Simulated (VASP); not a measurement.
Here is a VASP 6.6.1 calculation.

POSCAR

```
ZrO2
1.0
    0.0000000000      2.5320828484      2.5320828484
    2.5320828484      0.0000000000      2.5320828484
    2.5320828484      2.5320828484      0.0000000000
Zr O
1 2
Direct
    0.0000000000      0.0000000000      0.0000000000
    0.2500000000      0.2500000000      0.2500000000
    0.7500000000      0.7500000000      0.7500000000
```

INCAR.step1

```
PREC     = Accurate       # precision mode
ENCUT    = 660            # plane-wave cutoff, eV
ISMEAR   = -1             # smearing method
SIGMA    = 0.03           # smearing width, eV
LREAL    = False          # projectors in reciprocal space
LASPH    = True           # aspherical terms in the spheres
NELM     = 120            # most SCF steps
GGA      = PE             # functional
ALGO     = Normal         # electronic algorithm
EDIFF    = 1E-5           # SCF threshold, eV
LWAVE    = True           # write WAVECAR
LCHARG   = False          # write CHGCAR
GGA_COMPAT= False        
IBRION   = 2              # ionic algorithm
ISIF     = 3              # what is computed and relaxed
EDIFFG   = -0.005         # ionic threshold
NELMIN   = 4            
NSW      = 100            # ionic steps
```

The input INCAR.step2:

```
PREC     = Accurate       # precision mode
ENCUT    = 660            # plane-wave cutoff, eV
EDIFF    = 1E-7           # SCF threshold, eV
ISMEAR   = -1             # smearing method
SIGMA    = 0.03           # smearing width, eV
LREAL    = False          # projectors in reciprocal space
LASPH    = True           # aspherical terms in the spheres
NELM     = 120            # most SCF steps
ALGO     = Normal         # electronic algorithm
ISIF     = 3              # what is computed and relaxed
LWAVE    = False          # write WAVECAR
LCHARG   = False          # write CHGCAR
METAGGA  = R2SCAN         # meta-GGA
LMIXTAU  = True         
LUSE_VDW = True         
IVDW_NL  = 2            
BPARAM   = 11.95        
CPARAM   = 0.0093       
IBRION   = 2              # ionic algorithm
NSW      = 100            # ionic steps
EDIFFG   = -0.01          # ionic threshold
ISTART   = 1            
GGA_COMPAT= False        
NELMIN   = 4
```

File KPOINTS:

```
regular mesh
0
Gamma
  8 8 8
```

Potentials or basis: VASP PAW PBE potentials, release 64 (Zr_sv, O).

The run is started by

```console
$ cat potpaw_PBE.64/Zr_sv/POTCAR potpaw_PBE.64/O/POTCAR > POTCAR
$ cp INCAR.step1 INCAR
$ mpirun -np 1 vasp_std > vasp.out
$ cp INCAR.step2 INCAR
$ mpirun -np 1 vasp_std > vasp.out
```

Task: Predict the relaxed volume.

Result: 10.93 Å³/atom.

Task: What does it give for the space group after relaxing (to 0.05 Å)?

Result: Fm-3m (No. 225).

Task: Predict the relaxed cell.

Result: a = 3.592 Å, b = 3.592 Å, c = 3.592 Å, α = 60.00°, β = 60.00°, γ = 60.00°.

Task: Predict the band gap on the k mesh.

Result: 3.88 eV, indirect (least direct gap 4.27 eV).

Step by step:
| step | energy change (eV) | largest force (eV/Å) | pressure (GPa) | volume (Å³) |
| --- | --- | --- | --- | --- |
| 1 | 0.0000 | 0.0000 | 2.59 | 32.47 |
| 2 | 0.0041 | 0.0000 | -3.99 | 33.30 |
| 3 | -0.0025 | 0.0000 | -0.01 | 32.78 |

Caveat: the PAW data sets were made with another functional, which shifts forces and pressure a little. r2SCAN opens gaps a little over a GGA but as a rule still falls short of measured ones.
